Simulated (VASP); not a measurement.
# La4HfO (Pmmm) in VASP: single point with PBE

Aim: the single point of La4HfO with PBE.

All numbers are computed with VASP 6.6.1; they aren't measurements. Logs are shortened: lines on timing, memory, paths and dates and some standing lists are left out, and cuts for length are marked.

## Step 1: The cell of the first run

It takes space group Pmmm (No. 47, orthorhombic). Conventional cell: a = 3.327 Å, b = 6.913 Å, c = 8.176 Å, α = 90.00°, β = 90.00°, γ = 90.00°. La (site symmetry mm2) has 2 O at 2.42 Å and 5 La at 3.33 to 3.52 Å within 3.6 Å. La (site symmetry mm2) has 2 Hf at 3.02 Å and 5 La at 3.14 to 3.46 Å and 4 O at 4.15 Å within 4.2 Å. Hf (site symmetry mmm) has 4 La at 3.02 Å and 2 Hf at 3.33 Å within 4.0 Å. Within 3.4 Å of O (site symmetry mmm) lie 4 La at 2.42 Å and 2 O at 3.33 Å.

The cell was generated, and may not be a known phase.

## Step 2: Single point, PBE

INCAR

```
SYSTEM = La4HfO
PREC = Accurate
ENCUT = 520
EDIFF = 1E-7
ISMEAR = 0
SIGMA = 0.1
LREAL = .FALSE.
LASPH = .TRUE.
NELM = 80
ALGO = Normal
ISIF = 2
LWAVE = .FALSE.
LCHARG = .FALSE.
GGA = PE
NBANDS = 39
```

KPOINTS

```
regular mesh
0
G
  12 6 6
  0 0 0
```

POSCAR

```
La4HfO
1.0
    3.3267555791      0.0000000000      0.0000000000
    0.0000000000      6.9131563286      0.0000000000
    0.0000000000      0.0000000000      8.1756285263
La Hf O
4 1 1
Direct
    0.5000000000      0.0000000000      0.7847463581
    0.5000000000      0.5000000000      0.1921150217
    0.5000000000      0.5000000000      0.8078849783
    0.5000000000      0.0000000000      0.2152536419
    0.0000000000      0.5000000000      0.5000000000
    0.0000000000      0.0000000000      0.0000000000
```

Potentials or basis: VASP PAW PBE potentials, release 64 (La, Hf_pv, O).

On the command line:

```bash
cat potpaw_PBE.64/La/POTCAR potpaw_PBE.64/Hf_pv/POTCAR potpaw_PBE.64/O/POTCAR > POTCAR
mpirun -np 1 vasp_std > vasp.out
```

OUTCAR:

```text
SYSTEM = La4HfO
   PREC = Accurate
   ENCUT = 520
   EDIFF = 1E-7
   ISMEAR = 0
   LREAL = .FALSE.
   LASPH = .TRUE.
   NELM = 80
   ISIF = 2
   GGA = PE

 ion  position               nearest neighbor table
   1  0.500  0.000  0.785-   6 2.42   6 2.42   3 3.46   3 3.46   4 3.52
   2  0.500  0.500  0.192-   5 3.02   5 3.02   3 3.14   4 3.46   4 3.46
   3  0.500  0.500  0.808-   5 3.02   5 3.02   2 3.14   1 3.46   1 3.46
   4  0.500  0.000  0.215-   6 2.42   6 2.42   2 3.46   2 3.46   1 3.52
   5  0.000  0.500  0.500-   2 3.02   3 3.02   2 3.02   3 3.02
   6  0.000  0.000  0.000-   1 2.42   4 2.42   1 2.42   4 2.42

  LATTYP: Found a simple orthorhombic cell.
 ALAT       =     3.3267555791
 B/A-ratio  =     2.0780475644
 C/A-ratio  =     2.4575380823

  Lattice vectors:

 A1 = (   3.3267555791,   0.0000000000,   0.0000000000)
 A2 = (   0.0000000000,   6.9131563286,   0.0000000000)
 A3 = (   0.0000000000,   0.0000000000,   8.1756285263)

Analysis of symmetry for initial positions (statically):
=====================================================================
 Subroutine PRICEL returns:
 Original cell was already a primitive cell.

 Routine SETGRP: Setting up the symmetry group for a
 simple orthorhombic supercell.

 Subroutine GETGRP returns: Found  8 space group operations
 (whereof  8 operations were pure point group operations)
 out of a pool of  8 trial point group operations.

The static configuration has the point symmetry D_2h.

Analysis of symmetry for dynamics (positions and initial velocities):
=====================================================================
 Subroutine PRICEL returns:
 Original cell was already a primitive cell.

 Routine SETGRP: Setting up the symmetry group for a
 simple orthorhombic supercell.

 Subroutine GETGRP returns: Found  8 space group operations
 (whereof  8 operations were pure point group operations)
 out of a pool of  8 trial point group operations.

The dynamic configuration has the point symmetry D_2h.

 Subroutine INISYM returns: Found  8 space group operations
 (whereof  8 operations are pure point group operations),
 and found     1 'primitive' translations

----------------------------------------------------------------------------------------

                                     Primitive cell

  volume of cell :     188.0262

  direct lattice vectors                    reciprocal lattice vectors
     3.326755579  0.000000000  0.000000000     0.300593168  0.000000000  0.000000000
     0.000000000  6.913156329  0.000000000     0.000000000  0.144651727  0.000000000
     0.000000000  0.000000000  8.175628526     0.000000000  0.000000000  0.122314755

  length of vectors
     3.326755579  6.913156329  8.175628526     0.300593168  0.144651727  0.122314755

  position of ions in fractional coordinates (direct lattice)
     0.500000000  0.000000000  0.784746358
     0.500000000  0.500000000  0.192115022
     0.500000000  0.500000000  0.807884978
     0.500000000  0.000000000  0.215253642
     0.000000000  0.500000000  0.500000000
     0.000000000  0.000000000  0.000000000

  ion indices of the primitive-cell ions
   primitive index   ion index
                 1           1
                 2           2
                 3           3
                 4           4
                 5           5
                 6           6

----------------------------------------------------------------------------------------

 KPOINTS: regular mesh

Automatic generation of k-mesh.
 Grid dimensions read from file:
 generate k-points for:   12    6    6

 Generating k-lattice:

  Cartesian coordinates                     Fractional coordinates (reciprocal lattice)
     0.025049431  0.000000000  0.000000000     0.083333333  0.000000000  0.000000000
     0.000000000  0.024108621  0.000000000     0.000000000  0.166666667  0.000000000
     0.000000000  0.000000000  0.020385792     0.000000000  0.000000000  0.166666667

  Length of vectors
     0.025049431  0.024108621  0.020385792

  Shift w.r.t. Gamma in fractional coordinates (k-lattice)
     0.000000000  0.000000000  0.000000000

 Subroutine IBZKPT returns following result:
 ===========================================

 Found    112 irreducible k-points:

 Following reciprocal coordinates:
            Coordinates               Weight
  0.000000  0.000000  0.000000      1.000000
  0.083333  0.000000  0.000000      2.000000
  0.166667  0.000000  0.000000      2.000000
  0.250000  0.000000  0.000000      2.000000
  0.333333  0.000000  0.000000      2.000000
  0.416667  0.000000  0.000000      2.000000
[... 16 lines left out ...]
  0.083333  0.500000  0.000000      2.000000
  0.166667  0.500000  0.000000      2.000000
 [... further k-points ...]
   k-points           NKPTS =    112   k-points in BZ     NKDIM =    112   number of bands    NBANDS=     39
   number of dos      NEDOS =    301   number of ions     NIONS =      6
   total plane-waves  NPLWV =  96768
   dimension x,y,z NGX =    28 NGY =   54 NGZ =   64
   dimension x,y,z NGXF=    56 NGYF=  108 NGZF=  128
   ions per type =               4   1   1
   NGX,Y,Z   is equivalent  to a cutoff of  13.99, 12.99, 13.01 a.u.
   NGXF,Y,Z  is equivalent  to a cutoff of  27.98, 25.97, 26.03 a.u.
 SYSTEM =  La4HfO
   PREC   = accura    normal or accurate (medium, high low for compatibility)
   ISTART =      0    job   : 0-new  1-cont  2-samecut
   ICHARG =      2    charge: 1-file 2-atom 10-const
   ISPIN  =      1    spin polarized calculation?
   LNONCOLLINEAR =      F non collinear calculations
   LSORBIT =      F    spin-orbit coupling
   LASPH  =      T    aspherical Exc in radial PAW
   ENCUT  =  520.0 eV  38.22 Ry    6.18 a.u.   6.19 12.85 15.20*2*pi/ulx,y,z
   NELM   =     80;   NELMIN=  2; NELMDL= -5     # of ELM steps
   EDIFF  = 0.1E-06   stopping-criterion for ELM
   LREAL  =      F    real-space projection
   EDIFFG = 0.1E-05   stopping-criterion for IOM
   NSW    =      0    number of steps for IOM
   IBRION =     -1    ionic relax: 0-MD 1-quasi-New 2-CG
   NFREE  =      0    steps in history (QN), initial steepest desc. (CG)
   ISIF   =      2    stress and relaxation
   ISYM   =      2    0-nonsym 1-usesym 2-fastsym
   POTIM  = 0.5000    time-step for ionic-motion
   TEBEG  =    0.0;   TEEND  =   0.0 temperature during run
   PSTRESS=    0.0 pullay stress
   NELECT =      60.0000    total number of electrons
   NUPDOWN=      -1.0000    fix difference up-down
   EMIN   =  10.00;   EMAX   =-10.00  energy-range for DOS
   EFERMI =   0.00;   METHOD = LEGACY
   ISMEAR =     0;   SIGMA  =   0.10  broadening in eV -4-tet -1-fermi 0-gaus
   EFERMI_NEDOS =   21; number of points for ismear=-14 and -15
   IALGO  =     38    algorithm
   IMIX   =      4    mixing-type and parameters
     AMIX     =   0.40;   BMIX     =  1.00
     AMIX_MAG =   1.60;   BMIX_MAG =  1.00
  volume/ion in A,a.u.               =      31.34       211.48
  Fermi-wavevector in a.u.,A,eV,Ry     =   1.118714  2.114063 17.027980  1.251521
  Thomas-Fermi vector in A             =   2.255347
   LORBIT       =      0    0 simple, 1 ext, 2 COOP (PROOUT), +10 PAW based schemes
   GGA     = PE    functional components
   LHFCALC =     F    Hartree Fock is set to
   AEXX    =    0.0000 exact exchange contribution
   IVDW    =     0    specifies the selected vdW correction
   LEPSILON=     F    determine dielectric tensor
   LRPA    =     F    only Hartree local field effects (RPA)
 non-spin polarized calculation
 Gauss-broadening in eV      SIGMA  =   0.10
  energy-cutoff  :      520.00
  volume of cell :      188.03
 maximum number of plane-waves:      5096
 NGX is ok and might be reduce to    28
   NGX = 13   NGY = 25   NGZ = 31

 number of electron      60.0000006 magnetization

 Free energy of the ion-electron system (eV)
  ---------------------------------------------------
  ext. energy  EPLUGINS =         0.00000000
  ---------------------------------------------------
  free energy    TOTEN  =       -36.08424343 eV

  energy without entropy =      -36.04712917  energy(sigma->0) =      -36.06568630

 E-fermi :   6.7747     XC(G=0):  -9.4686

 val. band max:        6.7743090964   @ k =   0.0000   0.1667   0.0000
 cond. band min:       6.7786766954   @ k =   0.0833   0.5000   0.5000
 fundamental gap:      0.0043675991
 Fermi energy:         6.7747216775

 k-point     1 :       0.0000    0.0000    0.0000
  band No.  band energies     occupation
      1     -26.5247      2.00000
      2     -26.4272      2.00000
      3     -25.8003      2.00000
      4     -25.6616      2.00000
      5     -24.0229      2.00000
      6     -23.9740      2.00000
[... 31 lines left out ...]
     38       8.1249      0.00000
     39       8.1491      0.00000

 k-point     2 :       0.0833    0.0000    0.0000
  band No.  band energies     occupation
      1     -26.5078      2.00000
      2     -26.4116      2.00000
      3     -25.7864      2.00000
      4     -25.6428      2.00000
      5     -24.0211      2.00000
      6     -23.9767      2.00000
[... 31 lines left out ...]
     38       8.0472      0.00000
     39       8.0628      0.00000

 k-point     3 :       0.1667    0.0000    0.0000
  band No.  band energies     occupation
      1     -26.4610      2.00000
      2     -26.3686      2.00000
      3     -25.7486      2.00000
      4     -25.5903      2.00000
      5     -24.0164      2.00000
      6     -23.9848      2.00000
[... 31 lines left out ...]
     38       7.9943      0.00000
     39       8.0157      0.00000

 k-point     4 :       0.2500    0.0000    0.0000
  band No.  band energies     occupation
      1     -26.3956      2.00000
      2     -26.3087      2.00000
      3     -25.6968      2.00000
      4     -25.5158      2.00000
      5     -24.0099      2.00000
      6     -23.9979      2.00000
[... 31 lines left out ...]
     38       8.1526      0.00000
     39       8.4200      0.00000
[... 754 lines left out ...]
     38       8.2528      0.00000
     39       8.2668      0.00000

 k-point    23 :       0.0833    0.5000    0.0000
  band No.  band energies     occupation
      1     -26.5003      2.00000
      2     -26.4050      2.00000
      3     -25.7962      2.00000
      4     -25.6514      2.00000
      5     -24.0211      2.00000
      6     -23.9768      2.00000
[... 31 lines left out ...]
     38       8.2270      0.00000
     39       8.2639      0.00000

 k-point    24 :       0.1667    0.5000    0.0000
  band No.  band energies     occupation
      1     -26.4534      2.00000
      2     -26.3621      2.00000
      3     -25.7584      2.00000
      4     -25.5988      2.00000
      5     -24.0164      2.00000
      6     -23.9849      2.00000
[... 31 lines left out ...]
     38       8.2222      0.00000
     39       8.2400      0.00000

 [... further k-points ...]

------------------------ aborting loop because EDIFF is reached ----------------------------------------

  FORCE on cell =-STRESS in cart. coord.  units (eV):
  Direction    XX          YY          ZZ          XY          YZ          ZX
  --------------------------------------------------------------------------------------
  -------------------------------------------------------------------------------------
  Total       -0.1363532      0.0404874     -0.1711629     -0.0000000      0.0000000      0.0000000
  in kB       -1.1618703      0.3449945     -1.4584842     -0.0000000      0.0000000      0.0000000
  external PRESSURE =      -0.7584533 kB  Pullay stress =       0.0000000 kB

 VOLUME and BASIS-vectors are now :
 -----------------------------------------------------------------------------
  energy-cutoff  :      520.00
  volume of cell :      188.03
      direct lattice vectors                 reciprocal lattice vectors
     3.326755579  0.000000000  0.000000000     0.300593168  0.000000000  0.000000000
     0.000000000  6.913156329  0.000000000     0.000000000  0.144651727  0.000000000
     0.000000000  0.000000000  8.175628526     0.000000000  0.000000000  0.122314755

 POSITION                                       TOTAL-FORCE (eV/Angst)
 -----------------------------------------------------------------------------------
      1.66338      0.00000      6.41579         0.000000     -0.000000      0.020738
      1.66338      3.45658      1.57066        -0.000000      0.000000      0.022047
      1.66338      3.45658      6.60497         0.000000     -0.000000     -0.022047
      1.66338      0.00000      1.75983        -0.000000      0.000000     -0.020738
      0.00000      3.45658      4.08781         0.000000      0.000000      0.000000
      0.00000      0.00000      0.00000         0.000000      0.000000      0.000000
 -----------------------------------------------------------------------------------
    total drift:                               -0.000000      0.000000      0.000000

  FREE ENERGIE OF THE ION-ELECTRON SYSTEM (eV)
  ---------------------------------------------------
  free  energy   TOTEN  =       -36.0842434348 eV

  energy  without entropy=      -36.0471291716  energy(sigma->0) =      -36.06568630
```

It took 29 min on 1 thread of Intel Xeon 8259CL, shared host; peak memory 0.9 GiB.

Results:

```yaml
Free_energy: -36.0842 eV
Pressure: -0.1 GPa
Largest_force: 0.022 eV/Å
Band_gap_on_the_k_mesh: zero (bands 30 and 31 overlap by 0.82 eV)
```

Forces on the atoms (eV/Å):
```
La   0.000  0.000  0.021
La   0.000  0.000  0.022
La   0.000  0.000 -0.022
La   0.000  0.000 -0.021
Hf   0.000  0.000  0.000
O    0.000  0.000  0.000
```

Stress tensor (GPa, compression positive):
```
-0.12  0.00  0.00
 0.00  0.03  0.00
 0.00  0.00 -0.15
```

Caveat: spin-orbit coupling is left out, which moves the levels of the heavy elements.
